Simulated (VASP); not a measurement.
# Al3GaN4 (P-43m) in VASP: a series of runs

The runs below take Al3GaN4 through single point, with LDA.

Program: VASP 6.6.1. These are calculated values, not measurements. Logs are shortened: lines on timing, memory, paths and dates and some standing lists are left out, and cuts for length are marked.

**1. The cell of the first run**

The structure is cubic, space group P-43m (No. 215). The conventional cell has a = 4.370 Å, b = 4.370 Å, c = 4.370 Å, α = 90.00°, β = 90.00°, γ = 90.00°. Al (site symmetry -42m) has 4 N at 1.88 Å within 2.5 Å. Ga (site symmetry -43m) has 4 N at 1.93 Å within 2.6 Å. Within 2.5 Å of N (site symmetry 3m) lie 3 Al at 1.88 Å and 1 Ga at 1.93 Å.

**2. Single point, LDA**

The input, INCAR:

```
ALGO = Normal
EDIFF = 1E-6
ENCUT = 520
ISIF = 2
ISMEAR = 0
LASPH = T
LCHARG = F
LREAL = F
LWAVE = F
NBANDS = 31
NELM = 60
PREC = Accurate
SIGMA = 0.02
```

The input, KPOINTS:

```
k-points
0
Gamma
  6 6 6
```

The input, POSCAR:

```
Al3GaN4
1.0
    4.3702240539      0.0000000000      0.0000000000
    0.0000000000      4.3702240539      0.0000000000
    0.0000000000      0.0000000000      4.3702240539
Al Ga N
3 1 4
Direct
    0.5000000000      0.5000000000      0.0000000000
    0.5000000000      0.0000000000      0.5000000000
    0.0000000000      0.5000000000      0.5000000000
    0.0000000000      0.0000000000      0.0000000000
    0.7448945398      0.7448945398      0.2551054602
    0.7448945398      0.2551054602      0.7448945398
    0.2551054602      0.7448945398      0.7448945398
    0.2551054602      0.2551054602      0.2551054602
```

Potentials or basis: VASP PAW LDA potentials, release 64 (Al, Ga_d, N).

Launch:

```console
$ cat potpaw_LDA.64/Al/POTCAR potpaw_LDA.64/Ga_d/POTCAR potpaw_LDA.64/N/POTCAR > POTCAR
$ mpirun -np 1 vasp_std > vasp.out
```

OUTCAR:

```text
EDIFF = 1E-6
   ENCUT = 520
   ISIF = 2
   ISMEAR = 0
   LASPH = T
   LREAL = F
   NELM = 60
   PREC = Accurate

 ion  position               nearest neighbor table
   1  0.500  0.500  0.000-   5 1.88   6 1.88   7 1.88   8 1.88   3 3.09   4 3.09   2 3.09   2 3.09
                             3 3.09   2 3.09   4 3.09   2 3.09   3 3.09   4 3.09   3 3.09   4 3.09
   2  0.500  0.000  0.500-   5 1.88   6 1.88   7 1.88   8 1.88   3 3.09   4 3.09   1 3.09   1 3.09
                             4 3.09   1 3.09   3 3.09   1 3.09   3 3.09   4 3.09   4 3.09   3 3.09
   3  0.000  0.500  0.500-   5 1.88   6 1.88   7 1.88   8 1.88   2 3.09   4 3.09   1 3.09   1 3.09
                             4 3.09   2 3.09   4 3.09   4 3.09   1 3.09   2 3.09   1 3.09   2 3.09
   4  0.000  0.000  0.000-   5 1.93   6 1.93   7 1.93   8 1.93   2 3.09   3 3.09   1 3.09   2 3.09
                             3 3.09   1 3.09   3 3.09   3 3.09   1 3.09   2 3.09   2 3.09   1 3.09
   5  0.745  0.745  0.255-   1 1.88   2 1.88   3 1.88   4 1.93
   6  0.745  0.255  0.745-   1 1.88   2 1.88   3 1.88   4 1.93
   7  0.255  0.745  0.745-   1 1.88   2 1.88   3 1.88   4 1.93
   8  0.255  0.255  0.255-   1 1.88   2 1.88   3 1.88   4 1.93

  LATTYP: Found a simple cubic cell.
 ALAT       =     4.3702240539

  Lattice vectors:

 A1 = (   4.3702240539,   0.0000000000,   0.0000000000)
 A2 = (   0.0000000000,   4.3702240539,   0.0000000000)
 A3 = (   0.0000000000,   0.0000000000,   4.3702240539)

Analysis of symmetry for initial positions (statically):
=====================================================================
 Subroutine PRICEL returns:
 Original cell was already a primitive cell.

 Routine SETGRP: Setting up the symmetry group for a
 simple cubic supercell.

 Subroutine GETGRP returns: Found 24 space group operations
 (whereof 24 operations were pure point group operations)
 out of a pool of 48 trial point group operations.

The static configuration has the point symmetry T_d .

Analysis of symmetry for dynamics (positions and initial velocities):
=====================================================================
 Subroutine PRICEL returns:
 Original cell was already a primitive cell.

 Routine SETGRP: Setting up the symmetry group for a
 simple cubic supercell.

 Subroutine GETGRP returns: Found 24 space group operations
 (whereof 24 operations were pure point group operations)
 out of a pool of 48 trial point group operations.

The dynamic configuration has the point symmetry T_d .

 Subroutine INISYM returns: Found 24 space group operations
 (whereof 24 operations are pure point group operations),
 and found     1 'primitive' translations

----------------------------------------------------------------------------------------

                                     Primitive cell

  volume of cell :      83.4663

  direct lattice vectors                    reciprocal lattice vectors
     4.370224054  0.000000000  0.000000000     0.228821220  0.000000000  0.000000000
     0.000000000  4.370224054  0.000000000     0.000000000  0.228821220  0.000000000
     0.000000000  0.000000000  4.370224054     0.000000000  0.000000000  0.228821220

  length of vectors
     4.370224054  4.370224054  4.370224054     0.228821220  0.228821220  0.228821220

  position of ions in fractional coordinates (direct lattice)
     0.500000000  0.500000000  0.000000000
     0.500000000  0.000000000  0.500000000
     0.000000000  0.500000000  0.500000000
     0.000000000  0.000000000  0.000000000
     0.744894540  0.744894540  0.255105460
     0.744894540  0.255105460  0.744894540
     0.255105460  0.744894540  0.744894540
     0.255105460  0.255105460  0.255105460

  ion indices of the primitive-cell ions
   primitive index   ion index
                 1           1
                 2           2
                 3           3
                 4           4
                 5           5
                 6           6
                 7           7
                 8           8

----------------------------------------------------------------------------------------

 KPOINTS: k-points

Automatic generation of k-mesh.
 Grid dimensions read from file:
 generate k-points for:    6    6    6

 Generating k-lattice:

  Cartesian coordinates                     Fractional coordinates (reciprocal lattice)
     0.038136870  0.000000000  0.000000000     0.166666667  0.000000000  0.000000000
     0.000000000  0.038136870  0.000000000     0.000000000  0.166666667  0.000000000
     0.000000000  0.000000000  0.038136870     0.000000000  0.000000000  0.166666667

  Length of vectors
     0.038136870  0.038136870  0.038136870

  Shift w.r.t. Gamma in fractional coordinates (k-lattice)
     0.000000000  0.000000000  0.000000000

 Subroutine IBZKPT returns following result:
 ===========================================

 Found     20 irreducible k-points:

 Following reciprocal coordinates:
            Coordinates               Weight
  0.000000  0.000000  0.000000      1.000000
  0.166667  0.000000  0.000000      6.000000
  0.333333  0.000000  0.000000      6.000000
  0.500000  0.000000  0.000000      3.000000
  0.166667  0.166667  0.000000     12.000000
  0.333333  0.166667  0.000000     24.000000
[... 12 lines left out ...]
  0.500000  0.500000  0.333333      6.000000
  0.500000  0.500000  0.500000      1.000000
   k-points           NKPTS =     20   k-points in BZ     NKDIM =     20   number of bands    NBANDS=     31
   number of dos      NEDOS =    301   number of ions     NIONS =      8
   total plane-waves  NPLWV =  46656
   dimension x,y,z NGX =    36 NGY =   36 NGZ =   36
   dimension x,y,z NGXF=    72 NGYF=   72 NGZF=   72
   ions per type =               3   1   4
   NGX,Y,Z   is equivalent  to a cutoff of  13.69, 13.69, 13.69 a.u.
   NGXF,Y,Z  is equivalent  to a cutoff of  27.39, 27.39, 27.39 a.u.
 SYSTEM =  unknown system
   PREC   = accura    normal or accurate (medium, high low for compatibility)
   ISTART =      0    job   : 0-new  1-cont  2-samecut
   ICHARG =      2    charge: 1-file 2-atom 10-const
   ISPIN  =      1    spin polarized calculation?
   LNONCOLLINEAR =      F non collinear calculations
   LSORBIT =      F    spin-orbit coupling
   LASPH  =      T    aspherical Exc in radial PAW
   ENCUT  =  520.0 eV  38.22 Ry    6.18 a.u.   8.13  8.13  8.13*2*pi/ulx,y,z
   NELM   =     60;   NELMIN=  2; NELMDL= -5     # of ELM steps
   EDIFF  = 0.1E-05   stopping-criterion for ELM
   LREAL  =      F    real-space projection
   EDIFFG = 0.1E-04   stopping-criterion for IOM
   NSW    =      0    number of steps for IOM
   IBRION =     -1    ionic relax: 0-MD 1-quasi-New 2-CG
   NFREE  =      0    steps in history (QN), initial steepest desc. (CG)
   ISIF   =      2    stress and relaxation
   ISYM   =      2    0-nonsym 1-usesym 2-fastsym
   POTIM  = 0.5000    time-step for ionic-motion
   TEBEG  =    0.0;   TEEND  =   0.0 temperature during run
   PSTRESS=    0.0 pullay stress
   NELECT =      42.0000    total number of electrons
   NUPDOWN=      -1.0000    fix difference up-down
   EMIN   =  10.00;   EMAX   =-10.00  energy-range for DOS
   EFERMI =   0.00;   METHOD = LEGACY
   ISMEAR =     0;   SIGMA  =   0.02  broadening in eV -4-tet -1-fermi 0-gaus
   EFERMI_NEDOS =   21; number of points for ismear=-14 and -15
   IALGO  =     38    algorithm
   IMIX   =      4    mixing-type and parameters
     AMIX     =   0.40;   BMIX     =  1.00
     AMIX_MAG =   1.60;   BMIX_MAG =  1.00
  volume/ion in A,a.u.               =      10.43        70.41
  Fermi-wavevector in a.u.,A,eV,Ry     =   1.302130  2.460668 23.069244  1.695542
  Thomas-Fermi vector in A             =   2.433218
   LORBIT       =      0    0 simple, 1 ext, 2 COOP (PROOUT), +10 PAW based schemes
   GGA     = CA    functional components
   LHFCALC =     F    Hartree Fock is set to
   AEXX    =    0.0000 exact exchange contribution
   IVDW    =     0    specifies the selected vdW correction
   LEPSILON=     F    determine dielectric tensor
   LRPA    =     F    only Hartree local field effects (RPA)
 non-spin polarized calculation
 Gauss-broadening in eV      SIGMA  =   0.02
  energy-cutoff  :      520.00
  volume of cell :       83.47
 maximum number of plane-waves:      2301
 NGX is ok and might be reduce to    36
   NGX = 17   NGY = 17   NGZ = 17

 number of electron      41.9999997 magnetization

 Free energy of the ion-electron system (eV)
  ---------------------------------------------------
  ext. energy  EPLUGINS =         0.00000000
  ---------------------------------------------------
  free energy    TOTEN  =       -63.06785776 eV

  energy without entropy =      -63.06785776  energy(sigma->0) =      -63.06785776

 E-fermi :   5.8139     XC(G=0): -11.6015

 val. band max:        5.7119800041   @ k =   0.0000   0.0000   0.0000
 cond. band min:       9.0740167563   @ k =   0.0000   0.0000   0.0000
 fundamental gap:      3.3620367522
 Fermi energy:         5.8138695684

 k-point     1 :       0.0000    0.0000    0.0000
  band No.  band energies     occupation
      1      -9.4785      2.00000
      2      -7.7577      2.00000
      3      -7.7577      2.00000
      4      -7.7577      2.00000
      5      -7.0439      2.00000
      6      -7.0439      2.00000
[... 23 lines left out ...]
     30      17.6504      0.00000
     31      17.6504      0.00000

 k-point     2 :       0.1667    0.0000    0.0000
  band No.  band energies     occupation
      1      -9.3457      2.00000
      2      -7.8027      2.00000
      3      -7.7657      2.00000
      4      -7.7657      2.00000
      5      -7.0424      2.00000
      6      -7.0386      2.00000
[... 23 lines left out ...]
     30      17.8504      0.00000
     31      17.8504      0.00000

 k-point     3 :       0.3333    0.0000    0.0000
  band No.  band energies     occupation
      1      -8.9745      2.00000
      2      -7.9951      2.00000
      3      -7.7813      2.00000
      4      -7.7813      2.00000
      5      -7.0392      2.00000
      6      -7.0234      2.00000
[... 567 lines left out ...]
     30      16.6763      0.00000
     31      16.7831      0.00000

 k-point    20 :       0.5000    0.5000    0.5000
  band No.  band energies     occupation
      1      -8.0860      2.00000
      2      -8.0860      2.00000
      3      -8.0860      2.00000
      4      -7.4221      2.00000
      5      -7.0024      2.00000
      6      -7.0024      2.00000
[... 23 lines left out ...]
     30      16.4340      0.00000
     31      16.4706      0.00000

------------------------ aborting loop because EDIFF is reached ----------------------------------------

  FORCE on cell =-STRESS in cart. coord.  units (eV):
  Direction    XX          YY          ZZ          XY          YZ          ZX
  --------------------------------------------------------------------------------------
  -------------------------------------------------------------------------------------
  Total        0.3873376      0.3873376      0.3873376      0.0000000      0.0000000      0.0000000
  in kB        7.4351388      7.4351388      7.4351388      0.0000000      0.0000000      0.0000000
  external PRESSURE =       7.4351388 kB  Pullay stress =       0.0000000 kB

 VOLUME and BASIS-vectors are now :
 -----------------------------------------------------------------------------
  energy-cutoff  :      520.00
  volume of cell :       83.47
      direct lattice vectors                 reciprocal lattice vectors
     4.370224054  0.000000000  0.000000000     0.228821220  0.000000000  0.000000000
     0.000000000  4.370224054  0.000000000     0.000000000  0.228821220  0.000000000
     0.000000000  0.000000000  4.370224054     0.000000000  0.000000000  0.228821220

 POSITION                                       TOTAL-FORCE (eV/Angst)
 -----------------------------------------------------------------------------------
      2.18511      2.18511      0.00000         0.000000     -0.000000      0.000000
      2.18511      0.00000      2.18511         0.000000     -0.000000      0.000000
      0.00000      2.18511      2.18511         0.000000     -0.000000      0.000000
      0.00000      0.00000      0.00000        -0.000000     -0.000000      0.000000
      3.25536      3.25536      1.11487        -0.014104     -0.014104      0.014104
      3.25536      1.11487      3.25536        -0.014104      0.014104     -0.014104
      1.11487      3.25536      3.25536         0.014104     -0.014104     -0.014104
      1.11487      1.11487      1.11487         0.014104      0.014104      0.014104
 -----------------------------------------------------------------------------------
    total drift:                                0.000000      0.000000      0.000000

  FREE ENERGIE OF THE ION-ELECTRON SYSTEM (eV)
  ---------------------------------------------------
  free  energy   TOTEN  =       -63.0678577640 eV

  energy  without entropy=      -63.0678577640  energy(sigma->0) =      -63.06785776
```

Run time: 82 s. Hardware: 1 thread of Intel Xeon 8259CL, shared host; peak memory 0.19 GiB.

What came out:

- Free energy: -63.0679 eV
- Pressure: 0.7 GPa
- Largest force: 0.024 eV/Å
- Band gap on the k mesh: 3.36 eV

Forces on the atoms (eV/Å):
```
Al   0.000  0.000  0.000
Al   0.000  0.000  0.000
Al   0.000  0.000  0.000
Ga   0.000  0.000  0.000
N   -0.014 -0.014  0.014
N   -0.014  0.014 -0.014
N    0.014 -0.014 -0.014
N    0.014  0.014  0.014
```

Levels at points of the mesh, in eV from the valence-band top:
```csv
k point,band 18,band 19,band 20,band 21,band 22,band 23,band 24,band 25
"(0.00, 0.00, 0.00)",-2.02,0.00,0.00,0.00,3.36,3.36,3.36,3.72
"(0.50, 0.00, 0.00)",-1.25,-1.25,-0.96,-0.96,5.68,5.72,6.12,6.12
"(0.50, 0.50, 0.00)",-0.85,-0.55,-0.55,-0.55,7.48,7.57,7.57,7.83
"(0.50, 0.50, 0.50)",-0.60,-0.39,-0.39,-0.39,5.66,7.11,7.11,7.11
```

A k mesh can miss the band edges.

(Continued in part 2 of 2.)
